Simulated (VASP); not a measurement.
# O (R-3m) in VASP: a series of runs

O is run at these levels: PBEsol; tasks: single point.

All numbers are computed with VASP 6.6.1; they aren't measurements. Logs are shortened: lines on timing, memory, paths and dates and some standing lists are left out, and cuts for length are marked.

## (1) The cell of the first run

It takes space group R-3m (No. 166, trigonal). Conventional cell: a = 2.818 Å, b = 2.818 Å, c = 10.225 Å, α = 90.00°, β = 90.00°, γ = 120.00°. O (site symmetry 3m) has 1 O at 1.18 Å within 1.6 Å.

## (2) Single point, PBEsol (equal xx and yy strain of -1 %)

The input, INCAR:

```
SYSTEM = O
PREC = Accurate
ENCUT = 520
EDIFF = 1E-6
ISMEAR = -1
SIGMA = 0.02
LREAL = .FALSE.
LASPH = .TRUE.
NELM = 80
ALGO = Normal
ISIF = 2
LWAVE = .FALSE.
LCHARG = .FALSE.
GGA = PS
NBANDS = 13
```

The input, KPOINTS:

```
regular mesh
0
G
  10 10 10
  0 0 0
```

The input, POSCAR:

```
O
1.0
    1.4091155319      0.8135532316      3.4083000000
   -1.4091155319      0.8135532316      3.4083000000
    0.0000000000     -1.6271064633      3.4083000000
O
2
Direct
    0.0577000000      0.0577000000      0.0577000000
    0.9423000000      0.9423000000      0.9423000000
```

Potentials or basis: VASP PAW PBE potentials, release 64 (O).

Command:

```bash
cat potpaw_PBE.64/O/POTCAR > POTCAR
mpirun -np 1 vasp_std > vasp.out
```

OUTCAR:

```text
SYSTEM = O
   PREC = Accurate
   ENCUT = 520
   EDIFF = 1E-6
   ISMEAR = -1
   LREAL = .FALSE.
   LASPH = .TRUE.
   NELM = 80
   ISIF = 2
   GGA = PS

 ion  position               nearest neighbor table
   1  0.058  0.058  0.058-   2 1.18
   2  0.942  0.942  0.942-   1 1.18

  LATTYP: Found a trigonal (rhomboedric) cell.
 ALAT       =     3.7767690336
 COS(alpha) =     0.7215915924

  Lattice vectors:

 A1 = (   1.4091155319,   0.8135532316,   3.4083000000)
 A2 = (  -1.4091155319,   0.8135532316,   3.4083000000)
 A3 = (   0.0000000000,  -1.6271064633,   3.4083000000)

Analysis of symmetry for initial positions (statically):
=====================================================================
 Subroutine PRICEL returns:
 Original cell was already a primitive cell.

 Routine SETGRP: Setting up the symmetry group for a
 trigonal (rhombohedral) supercell.

 Subroutine GETGRP returns: Found 12 space group operations
 (whereof 12 operations were pure point group operations)
 out of a pool of 12 trial point group operations.

The static configuration has the point symmetry D_3d.

Analysis of symmetry for dynamics (positions and initial velocities):
=====================================================================
 Subroutine PRICEL returns:
 Original cell was already a primitive cell.

 Routine SETGRP: Setting up the symmetry group for a
 trigonal (rhombohedral) supercell.

 Subroutine GETGRP returns: Found 12 space group operations
 (whereof 12 operations were pure point group operations)
 out of a pool of 12 trial point group operations.

The dynamic configuration has the point symmetry D_3d.

 Subroutine INISYM returns: Found 12 space group operations
 (whereof 12 operations are pure point group operations),
 and found     1 'primitive' translations

----------------------------------------------------------------------------------------

                                     Primitive cell

  volume of cell :      23.4435

  direct lattice vectors                    reciprocal lattice vectors
     1.409115532  0.813553232  3.408300000     0.354832509  0.204862645  0.097800467
    -1.409115532  0.813553232  3.408300000    -0.354832509  0.204862645  0.097800467
     0.000000000 -1.627106463  3.408300000     0.000000000 -0.409725289  0.097800467

  length of vectors
     3.776769034  3.776769034  3.776769034     0.421235972  0.421235972  0.421235972

  position of ions in fractional coordinates (direct lattice)
     0.057700000  0.057700000  0.057700000
     0.942300000  0.942300000  0.942300000

  ion indices of the primitive-cell ions
   primitive index   ion index
                 1           1
                 2           2

----------------------------------------------------------------------------------------

 KPOINTS: regular mesh

Automatic generation of k-mesh.
 Grid dimensions read from file:
 generate k-points for:   10   10   10

 Generating k-lattice:

  Cartesian coordinates                     Fractional coordinates (reciprocal lattice)
     0.035483251  0.020486264  0.009780047     0.100000000 -0.000000000  0.000000000
    -0.035483251  0.020486264  0.009780047    -0.000000000  0.100000000  0.000000000
     0.000000000 -0.040972529  0.009780047     0.000000000  0.000000000  0.100000000

  Length of vectors
     0.042123597  0.042123597  0.042123597

  Shift w.r.t. Gamma in fractional coordinates (k-lattice)
     0.000000000  0.000000000  0.000000000

 Subroutine IBZKPT returns following result:
 ===========================================

 Found    116 irreducible k-points:

 Following reciprocal coordinates:
            Coordinates               Weight
  0.000000  0.000000  0.000000      1.000000
  0.100000  0.000000  0.000000      6.000000
  0.200000  0.000000  0.000000      6.000000
  0.300000 -0.000000  0.000000      6.000000
  0.400000  0.000000  0.000000      6.000000
  0.500000  0.000000  0.000000      3.000000
[... 16 lines left out ...]
  0.300000  0.300000 -0.000000      6.000000
  0.400000  0.300000  0.000000     12.000000
 [... further k-points ...]
   k-points           NKPTS =    116   k-points in BZ     NKDIM =    116   number of bands    NBANDS=     13
   number of dos      NEDOS =    301   number of ions     NIONS =      2
   total plane-waves  NPLWV =  21952
   dimension x,y,z NGX =    28 NGY =   28 NGZ =   28
   dimension x,y,z NGXF=    56 NGYF=   56 NGZF=   56
   ions per type =               2
   NGX,Y,Z   is equivalent  to a cutoff of  12.33, 12.33, 12.33 a.u.
   NGXF,Y,Z  is equivalent  to a cutoff of  24.65, 24.65, 24.65 a.u.
 SYSTEM =  O
   PREC   = accura    normal or accurate (medium, high low for compatibility)
   ISTART =      0    job   : 0-new  1-cont  2-samecut
   ICHARG =      2    charge: 1-file 2-atom 10-const
   ISPIN  =      1    spin polarized calculation?
   LNONCOLLINEAR =      F non collinear calculations
   LSORBIT =      F    spin-orbit coupling
   LASPH  =      T    aspherical Exc in radial PAW
   ENCUT  =  520.0 eV  38.22 Ry    6.18 a.u.   7.02  7.02  7.02*2*pi/ulx,y,z
   NELM   =     80;   NELMIN=  2; NELMDL= -5     # of ELM steps
   EDIFF  = 0.1E-05   stopping-criterion for ELM
   LREAL  =      F    real-space projection
   EDIFFG = 0.1E-04   stopping-criterion for IOM
   NSW    =      0    number of steps for IOM
   IBRION =     -1    ionic relax: 0-MD 1-quasi-New 2-CG
   NFREE  =      0    steps in history (QN), initial steepest desc. (CG)
   ISIF   =      2    stress and relaxation
   ISYM   =      2    0-nonsym 1-usesym 2-fastsym
   POTIM  = 0.5000    time-step for ionic-motion
   TEBEG  =    0.0;   TEEND  =   0.0 temperature during run
   PSTRESS=    0.0 pullay stress
   NELECT =      12.0000    total number of electrons
   NUPDOWN=      -1.0000    fix difference up-down
   EMIN   =  10.00;   EMAX   =-10.00  energy-range for DOS
   EFERMI =   0.00;   METHOD = LEGACY
   ISMEAR =    -1;   SIGMA  =   0.02  broadening in eV -4-tet -1-fermi 0-gaus
   EFERMI_NEDOS =   21; number of points for ismear=-14 and -15
   IALGO  =     38    algorithm
   IMIX   =      4    mixing-type and parameters
     AMIX     =   0.40;   BMIX     =  1.00
     AMIX_MAG =   1.60;   BMIX_MAG =  1.00
  volume/ion in A,a.u.               =      11.72        79.10
  Fermi-wavevector in a.u.,A,eV,Ry     =   1.309568  2.474725 23.333559  1.714968
  Thomas-Fermi vector in A             =   2.440158
   LORBIT       =      0    0 simple, 1 ext, 2 COOP (PROOUT), +10 PAW based schemes
   GGA     = PS    functional components
   LHFCALC =     F    Hartree Fock is set to
   AEXX    =    0.0000 exact exchange contribution
   IVDW    =     0    specifies the selected vdW correction
   LEPSILON=     F    determine dielectric tensor
   LRPA    =     F    only Hartree local field effects (RPA)
 non-spin polarized calculation
  energy-cutoff  :      520.00
  volume of cell :       23.44
 maximum number of plane-waves:       642
   NGX = 15   NGY = 15   NGZ = 15

 number of electron      11.9999999 magnetization

 Free energy of the ion-electron system (eV)
  ---------------------------------------------------
  ext. energy  EPLUGINS =         0.00000000
  ---------------------------------------------------
  free energy    TOTEN  =        -9.85934720 eV

  energy without entropy =       -9.85752411  energy(sigma->0) =       -9.85843565

 E-fermi :   0.5274     XC(G=0):  -9.5493

 val. band max:        0.5244325071   @ k =   0.5000   0.5000   0.3000
 cond. band min:       0.5413706849   @ k =  -0.4000   0.3000   0.1000
 fundamental gap:      0.0169381778
 Fermi energy:         0.5274444022

 k-point     1 :       0.0000    0.0000    0.0000
  band No.  band energies     occupation
      1     -27.6887      2.00000
      2     -13.2624      2.00000
      3      -8.7207      2.00000
      4      -6.0475      2.00000
      5      -6.0475      2.00000
      6       1.1255      0.00000
      7       1.1255      0.00000
      8       8.7545      0.00000
      9      12.1973      0.00000
     10      15.2709      0.00000
     11      19.1633      0.00000
     12      21.8760      0.00000
     13      21.8760      0.00000

 k-point     2 :       0.1000    0.0000    0.0000
  band No.  band energies     occupation
      1     -27.6529      2.00000
      2     -13.2472      2.00000
      3      -8.6615      2.00000
      4      -6.2276      2.00000
      5      -6.0883      2.00000
      6       0.9715      0.00000
      7       1.0747      0.00000
      8       9.0824      0.00000
      9      12.1934      0.00000
     10      15.2909      0.00000
     11      19.3639      0.00000
     12      20.3940      0.00000
     13      22.2790      0.00000

 k-point     3 :       0.2000    0.0000    0.0000
  band No.  band energies     occupation
      1     -27.5575      2.00000
      2     -13.2046      2.00000
      3      -8.5242      2.00000
      4      -6.6608      2.00000
      5      -6.1936      2.00000
      6       0.5886      0.08995
      7       0.9432      0.00000
      8       9.8927      0.00000
      9      12.1663      0.00000
     10      15.4847      0.00000
     11      17.8160      0.00000
     12      20.5554      0.00000
     13      22.2441      0.00000
[... 305 lines left out ...]
 k-point    23 :       0.3000    0.3000   -0.0000
  band No.  band energies     occupation
      1     -27.4206      2.00000
      2     -13.4322      2.00000
      3      -8.1163      2.00000
      4      -6.8205      2.00000
      5      -6.4572      2.00000
      6      -0.2064      2.00000
      7       1.1384      0.00000
      8      10.2085      0.00000
      9      12.3715      0.00000
     10      15.0780      0.00000
     11      16.4792      0.00000
     12      20.2948      0.00000
     13      23.2026      0.00000

 k-point    24 :       0.4000    0.3000    0.0000
  band No.  band energies     occupation
      1     -27.3503      2.00000
      2     -13.4123      2.00000
      3      -8.1153      2.00000
      4      -6.8449      2.00000
      5      -6.6578      2.00000
      6      -0.4459      2.00000
      7       1.0250      0.00000
      8      10.4364      0.00000
      9      12.6292      0.00000
     10      15.2771      0.00000
     11      15.9839      0.00000
     12      19.7862      0.00000
     13      22.6148      0.00000

 [... further k-points ...]
[... 5 lines left out ...]
  --------------------------------------------------------------------------------------
  -------------------------------------------------------------------------------------
  Total       -1.3206095     -1.3206095      5.3314720      0.0000000     -0.0000000     -0.0000000
  in kB      -90.2533544    -90.2533544    364.3645137      0.0000000     -0.0000000     -0.0000000
  external PRESSURE =      61.2859350 kB  Pullay stress =       0.0000000 kB

 VOLUME and BASIS-vectors are now :
 -----------------------------------------------------------------------------
  energy-cutoff  :      520.00
  volume of cell :       23.44
      direct lattice vectors                 reciprocal lattice vectors
     1.409115532  0.813553232  3.408300000     0.354832509  0.204862645  0.097800467
    -1.409115532  0.813553232  3.408300000    -0.354832509  0.204862645  0.097800467
     0.000000000 -1.627106463  3.408300000     0.000000000 -0.409725289  0.097800467

 POSITION                                       TOTAL-FORCE (eV/Angst)
 -----------------------------------------------------------------------------------
      0.00000     -0.00000      0.58998         0.000000     -0.000000      3.918277
      0.00000     -0.00000      9.63492         0.000000      0.000000     -3.918277
 -----------------------------------------------------------------------------------
    total drift:                                0.000000     -0.000000      0.000000

  FREE ENERGIE OF THE ION-ELECTRON SYSTEM (eV)
  ---------------------------------------------------
  free  energy   TOTEN  =        -9.8593472004 eV

  energy  without entropy=       -9.8575241057  energy(sigma->0) =       -9.85843565
```

Wall time 28 s (1 thread of AMD EPYC 7R13 (Zen 3), shared host); peak memory 0.13 GiB.

What came out:

```
Free energy            : -9.8593 eV
Pressure               : 6.1 GPa
Largest force          : 3.918 eV/Å
Band gap on the k mesh : zero (band 6 reaches 1.37 eV, above the bottom of band 7 at -0.02 eV)
```

Forces on the atoms (eV/Å):
```
O    0.000  0.000  3.918
O    0.000  0.000 -3.918
```

Levels at points of the mesh, in eV from the Fermi level:
| k point | band 2 | band 3 | band 4 | band 5 | band 6 | band 7 | band 8 | band 9 | band 10 | band 11 |
| --- | --- | --- | --- | --- | --- | --- | --- | --- | --- | --- |
| (0.00, 0.00, 0.00) | -13.79 | -9.25 | -6.57 | -6.57 | 0.60 | 0.60 | 8.23 | 11.67 | 14.74 | 18.64 |
| (0.50, 0.00, 0.00) | -13.60 | -9.01 | -7.91 | -6.99 | -0.81 | 0.08 | 10.54 | 12.56 | 13.27 | 17.52 |
| (0.50, 0.50, 0.00) | -13.98 | -8.81 | -7.27 | -7.19 | -1.43 | 0.62 | 10.05 | 11.63 | 15.22 | 15.35 |
| (0.50, 0.50, 0.50) | -15.05 | -7.10 | -6.67 | -6.67 | 0.84 | 0.84 | 7.90 | 8.46 | 13.71 | 20.52 |

Caveat: the cell differs from its parent crystal (equal xx and yy strain of -1 %); the standard files for N, O and F lose accuracy on very short bonds; spin is off for a triplet molecule; the PAW data sets were made with another functional, which shifts forces and pressure a little.

(Part 1 of 2 ends here.)
